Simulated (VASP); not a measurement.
# Zn in VASP: a series of runs, part 2 of 2

VASP 6.6.1. The steps go on from the part before.

### 4 Relaxation of cell and atoms, r2SCAN

This run uses another cell than the first one, of 15.78 Å³/atom.

File POSCAR:

```
Zn
1.0
   -1.3739567912      1.3739567912      2.0902748231
    1.3739567912     -1.3739567912      2.0902748231
    1.3739567912      1.3739567912     -2.0902748231
Zn
1
Direct
    0.0000000000      0.0000000000      0.0000000000
```

File INCAR.step1:

```
SYSTEM = Zn
  ALGO = Normal
  EDIFF = 1E-4
  ENCUT = 600
  GGA = PE
  ISMEAR = 0
  LASPH = .True.
  LCHARG = .False.
  LREAL = .False.
  LWAVE = .True.
  NELM = 60
  PREC = Accurate
  SIGMA = 0.1
```

File INCAR.step2:

```
SYSTEM = Zn
  ALGO = Normal
  EDIFF = 1E-6
  EDIFFG = -0.04
  ENCUT = 600
  IBRION = 2
  ISIF = 3
  ISMEAR = 0
  ISTART = 1
  LASPH = .True.
  LCHARG = .False.
  LMIXTAU = .True.
  LREAL = .False.
  LWAVE = .False.
  METAGGA = R2SCAN
  NELM = 60
  NSW = 90
  PREC = Accurate
  SIGMA = 0.1
```

File KPOINTS:

```
k-points
0
Gamma
  8 8 8
  0 0 0
```

Command:

```
$ cat potpaw_PBE.64/Zn/POTCAR > POTCAR
$ cp INCAR.step1 INCAR
$ mpirun -np 1 vasp_std > vasp.out
$ cp INCAR.step2 INCAR
$ mpirun -np 1 vasp_std > vasp.out
```

Wall time 3.5 min (1 thread of Intel Xeon Platinum 8375C at 2.90GHz (Ice Lake), shared host); peak memory 0.15 GiB.

It converged, with:

```
Free energy                           : -8.8616 eV
Relaxed volume                        : 14.38 Å³/atom
Relaxed cell                          : a = 2.735 Å, b = 2.735 Å, c = 2.735 Å, α = 120.40°, β = 120.40°, γ = 89.30°
Space group after relaxing (to 0.1 Å) : Fm-3m (No. 225)
Energy gained by relaxing             : 37.4 meV/atom
Ionic steps                           : 6
Pressure after relaxing               : -0.2 GPa
Band gap on the k mesh                : zero (bands 6 and 7 overlap by 3.62 eV)
```

Stress tensor (GPa, compression positive):
```
-0.11  0.00  0.00
 0.00 -0.11  0.00
 0.00  0.00 -0.24
```

Step by step:
| step | energy change (eV) | largest force (eV/Å) | pressure (GPa) | volume (Å³) |
| --- | --- | --- | --- | --- |
| 1 | 0.0000 | 0.0000 | -5.80 | 15.78 |
| 2 | -0.0316 | 0.0000 | -0.23 | 14.51 |
| 3 | -0.0321 | 0.0000 | 0.41 | 14.39 |
| 4 | -0.0322 | 0.0000 | 0.61 | 14.36 |
| 5 | -0.0360 | 0.0000 | 0.06 | 14.37 |
| 6 | -0.0374 | 0.0000 | -0.15 | 14.38 |

Final structure:
```xyz
1
Lattice="-1.3593 1.3593 1.9458 1.3593 -1.3593 1.9458 1.3593 1.3593 -1.9458" Properties=species:S:1:pos:R:3 pbc="T T T"
Zn    0.0000    0.0000    0.0000
```

Levels at points of the mesh, in eV from the Fermi level:
```csv
k point,band 2,band 3,band 4,band 5,band 6,band 7,band 8,band 9,band 10
"(0.00, 0.00, 0.00)",-7.81,-7.78,-7.78,-7.38,-7.35,20.42,20.43,20.43,20.47
"(0.50, 0.00, 0.00)",-7.81,-7.78,-7.05,-7.04,-3.04,-0.96,16.93,17.32,19.00
"(0.50, 0.50, 0.00)",-8.50,-7.06,-6.98,-6.96,-0.86,2.53,9.42,9.48,12.95
"(0.50, 0.50, 0.50)",-8.50,-7.07,-6.97,-6.97,-1.09,2.23,9.71,9.71,13.17
```

Caveat: the PAW data sets were made with another functional, which shifts forces and pressure a little.

### 5 Single point, r2SCAN

File POSCAR:

```
Zn
1.0
    0.0000000000      1.9268345099      1.9268345099
    1.9268345099      0.0000000000      1.9268345099
    1.9268345099      1.9268345099      0.0000000000
Zn
1
Direct
    0.0000000000      0.0000000000      0.0000000000
```

File INCAR.step1:

```
SYSTEM = Zn
ALGO     = Normal         ! electronic algorithm
EDIFF    = 1E-4           ! SCF threshold, eV
ENCUT    = 520            ! plane-wave cutoff, eV
GGA      = PE             ! functional
ISMEAR   = 0              ! smearing method
LASPH    = .True.         ! aspherical terms in the spheres
LCHARG   = .False.        ! write CHGCAR
LREAL    = .False.        ! projectors in reciprocal space
LWAVE    = .True.         ! write WAVECAR
NBANDS   = 12             ! bands
NELM     = 80             ! most SCF steps
PREC     = Accurate       ! precision mode
SIGMA    = 0.1            ! smearing width, eV
```

File INCAR.step2:

```
SYSTEM = Zn
ALGO     = Normal         ! electronic algorithm
EDIFF    = 1E-6           ! SCF threshold, eV
ENCUT    = 520            ! plane-wave cutoff, eV
ISIF     = 2              ! what is computed and relaxed
ISMEAR   = 0              ! smearing method
ISTART   = 1            
LASPH    = .True.         ! aspherical terms in the spheres
LCHARG   = .False.        ! write CHGCAR
LMIXTAU  = .True.       
LREAL    = .False.        ! projectors in reciprocal space
LWAVE    = .False.        ! write WAVECAR
METAGGA  = R2SCAN         ! meta-GGA
NBANDS   = 12             ! bands
NELM     = 80             ! most SCF steps
PREC     = Accurate       ! precision mode
SIGMA    = 0.1            ! smearing width, eV
```

File KPOINTS:

```
k-points
0
Gamma
  24 24 24
  0 0 0
```

Potentials or basis: VASP PAW PBE potentials, release 64 (Zn).

Command:

```
$ cat potpaw_PBE.64/Zn/POTCAR > POTCAR
$ cp INCAR.step1 INCAR
$ mpirun -np 1 vasp_std > vasp.out
$ cp INCAR.step2 INCAR
$ mpirun -np 1 vasp_std > vasp.out
```

OUTCAR:

```text
SYSTEM = Zn
   EDIFF = 1E-6
   ENCUT = 520
   ISIF = 2
   ISMEAR = 0
   ISTART = 1
   LASPH = .True.
   LREAL = .False.
   METAGGA = R2SCAN
   NELM = 80
   PREC = Accurate

 ion  position               nearest neighbor table
   1  0.000  0.000  0.000-

  LATTYP: Found a face centered cubic cell.
 ALAT       =     3.8536690198

  Lattice vectors:

 A1 = (   0.0000000000,   1.9268345099,   1.9268345099)
 A2 = (   1.9268345099,   0.0000000000,   1.9268345099)
 A3 = (   1.9268345099,   1.9268345099,   0.0000000000)

Analysis of symmetry for initial positions (statically):
=====================================================================
 Subroutine PRICEL returns:
 Original cell was already a primitive cell.

 Routine SETGRP: Setting up the symmetry group for a
 face centered cubic supercell.

 Subroutine GETGRP returns: Found 48 space group operations
 (whereof 48 operations were pure point group operations)
 out of a pool of 48 trial point group operations.

The static configuration has the point symmetry O_h .

Analysis of symmetry for dynamics (positions and initial velocities):
=====================================================================
 Subroutine PRICEL returns:
 Original cell was already a primitive cell.

 Routine SETGRP: Setting up the symmetry group for a
 face centered cubic supercell.

 Subroutine GETGRP returns: Found 48 space group operations
 (whereof 48 operations were pure point group operations)
 out of a pool of 48 trial point group operations.

The dynamic configuration has the point symmetry O_h .

 Subroutine INISYM returns: Found 48 space group operations
 (whereof 48 operations are pure point group operations),
 and found     1 'primitive' translations

----------------------------------------------------------------------------------------

                                     Primitive cell

  volume of cell :      14.3075

  direct lattice vectors                    reciprocal lattice vectors
     0.000000000  1.926834510  1.926834510    -0.259492965  0.259492965  0.259492965
     1.926834510  0.000000000  1.926834510     0.259492965 -0.259492965  0.259492965
     1.926834510  1.926834510  0.000000000     0.259492965  0.259492965 -0.259492965

  length of vectors
     2.724955496  2.724955496  2.724955496     0.449455000  0.449455000  0.449455000

  position of ions in fractional coordinates (direct lattice)
     0.000000000  0.000000000  0.000000000

  ion indices of the primitive-cell ions
   primitive index   ion index
                 1           1

----------------------------------------------------------------------------------------

 KPOINTS: k-points

Automatic generation of k-mesh.
 Grid dimensions read from file:
 generate k-points for:   24   24   24

 Generating k-lattice:

  Cartesian coordinates                     Fractional coordinates (reciprocal lattice)
    -0.010812207  0.010812207  0.010812207     0.041666667  0.000000000  0.000000000
     0.010812207 -0.010812207  0.010812207     0.000000000  0.041666667  0.000000000
     0.010812207  0.010812207 -0.010812207     0.000000000  0.000000000  0.041666667

  Length of vectors
     0.018727292  0.018727292  0.018727292

  Shift w.r.t. Gamma in fractional coordinates (k-lattice)
     0.000000000  0.000000000  0.000000000

 Subroutine IBZKPT returns following result:
 ===========================================

 Found    413 irreducible k-points:

 Following reciprocal coordinates:
            Coordinates               Weight
  0.000000  0.000000  0.000000      1.000000
  0.041667  0.000000  0.000000      8.000000
  0.083333  0.000000  0.000000      8.000000
  0.125000  0.000000  0.000000      8.000000
  0.166667  0.000000  0.000000      8.000000
  0.208333  0.000000  0.000000      8.000000
[... 16 lines left out ...]
  0.416667  0.041667  0.000000     24.000000
  0.458333  0.041667  0.000000     24.000000
 [... further k-points ...]
   k-points           NKPTS =    413   k-points in BZ     NKDIM =    413   number of bands    NBANDS=     12
   number of dos      NEDOS =    301   number of ions     NIONS =      1
   total plane-waves  NPLWV =   8000
   dimension x,y,z NGX =    20 NGY =   20 NGZ =   20
   dimension x,y,z NGXF=    40 NGYF=   40 NGZF=   40
   ions per type =               1
   NGX,Y,Z   is equivalent  to a cutoff of  12.20, 12.20, 12.20 a.u.
   NGXF,Y,Z  is equivalent  to a cutoff of  24.40, 24.40, 24.40 a.u.
 SYSTEM =  Zn
   PREC   = accura    normal or accurate (medium, high low for compatibility)
   ISTART =      1    job   : 0-new  1-cont  2-samecut
   ICHARG =      0    charge: 1-file 2-atom 10-const
   ISPIN  =      1    spin polarized calculation?
   LNONCOLLINEAR =      F non collinear calculations
   LSORBIT =      F    spin-orbit coupling
   LASPH  =      T    aspherical Exc in radial PAW
   ENCUT  =  520.0 eV  38.22 Ry    6.18 a.u.   5.07  5.07  5.07*2*pi/ulx,y,z
   NELM   =     80;   NELMIN=  2; NELMDL=  0     # of ELM steps
   EDIFF  = 0.1E-05   stopping-criterion for ELM
   LREAL  =      F    real-space projection
   EDIFFG = 0.1E-04   stopping-criterion for IOM
   NSW    =      0    number of steps for IOM
   IBRION =     -1    ionic relax: 0-MD 1-quasi-New 2-CG
   NFREE  =      0    steps in history (QN), initial steepest desc. (CG)
   ISIF   =      2    stress and relaxation
   ISYM   =      2    0-nonsym 1-usesym 2-fastsym
   POTIM  = 0.5000    time-step for ionic-motion
   TEBEG  =    0.0;   TEEND  =   0.0 temperature during run
   PSTRESS=    0.0 pullay stress
   NELECT =      12.0000    total number of electrons
   NUPDOWN=      -1.0000    fix difference up-down
   EMIN   =  10.00;   EMAX   =-10.00  energy-range for DOS
   EFERMI =   0.00;   METHOD = LEGACY
   ISMEAR =     0;   SIGMA  =   0.10  broadening in eV -4-tet -1-fermi 0-gaus
   EFERMI_NEDOS =   21; number of points for ismear=-14 and -15
   IALGO  =     38    algorithm
   IMIX   =      4    mixing-type and parameters
     AMIX     =   0.40;   BMIX     =  1.00
     AMIX_MAG =   1.60;   BMIX_MAG =  1.00
  volume/ion in A,a.u.               =      14.31        96.55
  Fermi-wavevector in a.u.,A,eV,Ry     =   1.543882  2.917514 32.430470  2.383572
  Thomas-Fermi vector in A             =   2.649482
   LORBIT       =      0    0 simple, 1 ext, 2 COOP (PROOUT), +10 PAW based schemes
   METAGGA = R2SCAN    functional components
   LHFCALC =     F    Hartree Fock is set to
   AEXX    =    0.0000 exact exchange contribution
   IVDW    =     0    specifies the selected vdW correction
   LEPSILON=     F    determine dielectric tensor
   LRPA    =     F    only Hartree local field effects (RPA)
 non-spin polarized calculation
 Gauss-broadening in eV      SIGMA  =   0.10
  energy-cutoff  :      520.00
  volume of cell :       14.31
 maximum number of plane-waves:       397
   NGX = 11   NGY = 11   NGZ = 11

 number of electron      12.0000005 magnetization

 Free energy of the ion-electron system (eV)
  ---------------------------------------------------
  ext. energy  EPLUGINS =         0.00000000
  ---------------------------------------------------
  free energy    TOTEN  =        -8.86903764 eV

  energy without entropy =       -8.86772846  energy(sigma->0) =       -8.86838305

 E-fermi :   3.3735     XC(G=0): -13.0366

 val. band max:        3.3563414351   @ k =  -0.4583   0.1667   0.0833
 cond. band min:       3.4138784114   @ k =  -0.3750   0.2917   0.0833
 fundamental gap:      0.0575369764
 Fermi energy:         3.3734859731

 k-point     1 :       0.0000    0.0000    0.0000
  band No.  band energies     occupation
      1      -7.9483      2.00000
      2      -4.7200      2.00000
      3      -4.7200      2.00000
      4      -4.7200      2.00000
      5      -4.2890      2.00000
      6      -4.2890      2.00000
      7      23.5337      0.00000
      8      23.5983      0.00000
      9      23.5985      0.00000
     10      23.5985      0.00000
     11      25.9843      0.00000
     12      25.9844      0.00000
[... 331 lines left out ...]
 k-point    24 :       0.4583    0.0417    0.0000
  band No.  band energies     occupation
      1      -5.5692      2.00000
      2      -4.7295      2.00000
      3      -4.7072      2.00000
      4      -4.0363      2.00000
      5      -3.9762      2.00000
      6      -0.8824      2.00000
      7       3.3491      1.27016
      8      19.6052      0.00000
      9      19.9855      0.00000
     10      21.3558      0.00000
     11      24.6619      0.00000
     12      24.8148      0.00000

 [... further k-points ...]

------------------------ aborting loop because EDIFF is reached ----------------------------------------

  FORCE on cell =-STRESS in cart. coord.  units (eV):
  Direction    XX          YY          ZZ          XY          YZ          ZX
  --------------------------------------------------------------------------------------
  -------------------------------------------------------------------------------------
  Total        0.0366570      0.0366570      0.0366570      0.0000000      0.0000000     -0.0000000
  in kB        4.1049175      4.1049175      4.1049175      0.0000000      0.0000000     -0.0000000
  external PRESSURE =       4.1049175 kB  Pullay stress =       0.0000000 kB

 VOLUME and BASIS-vectors are now :
 -----------------------------------------------------------------------------
  energy-cutoff  :      520.00
  volume of cell :       14.31
      direct lattice vectors                 reciprocal lattice vectors
     0.000000000  1.926834510  1.926834510    -0.259492965  0.259492965  0.259492965
     1.926834510  0.000000000  1.926834510     0.259492965 -0.259492965  0.259492965
     1.926834510  1.926834510  0.000000000     0.259492965  0.259492965 -0.259492965

 POSITION                                       TOTAL-FORCE (eV/Angst)
 -----------------------------------------------------------------------------------
      0.00000      0.00000      0.00000         0.000000      0.000000      0.000000
 -----------------------------------------------------------------------------------
    total drift:                                0.000000      0.000000      0.000000

  FREE ENERGIE OF THE ION-ELECTRON SYSTEM (eV)
  ---------------------------------------------------
  free  energy   TOTEN  =        -8.8690376376 eV

  energy  without entropy=       -8.8677284573  energy(sigma->0) =       -8.86838305
```

It took 3.8 min on 1 thread of Intel Xeon Platinum 8375C at 2.90GHz (Ice Lake), shared host; peak memory 0.18 GiB.

Results:

```
Free energy            : -8.8690 eV
Pressure               : 0.4 GPa
Band gap on the k mesh : zero (bands 6 and 7 overlap by 3.60 eV)
```

Caveat: the PAW data sets were made with another functional, which shifts forces and pressure a little.

### 6 Summary

```tsv
task	cell	k mesh	cutoff (eV)	gap on the mesh (eV)	pressure (GPa)
single point	a = 2.726 Å, angles 120.1, 120.1, 89.9°, 1 atom	8 × 8 × 8	520	none	0.5
single point	a = 2.854 Å, angles 122.4, 122.4, 85.8°, 1 atom	10 × 10 × 10	520	none	-6.4
relaxation of cell and atoms	relaxed from a = 2.854 Å, angles 122.4, 122.4, 85.8°, 1 atom	8 × 8 × 8	600	none	-0.2
single point	a = 2.725 Å, angles 60.0°, 1 atom	24 × 24 × 24	520	none	0.4
```

Alike in all rows: level r2SCAN; potentials or basis VASP PAW PBE potentials, release 64 (Zn); no spin polarisation; smearing gaussian 0.1 eV.

Caveats: the PAW data sets were made with another functional, which shifts forces and pressure a little; the cell stands under tension (at least some runs).

Total energies depend on the potentials used, so only differences within one code and one set of settings carry meaning.
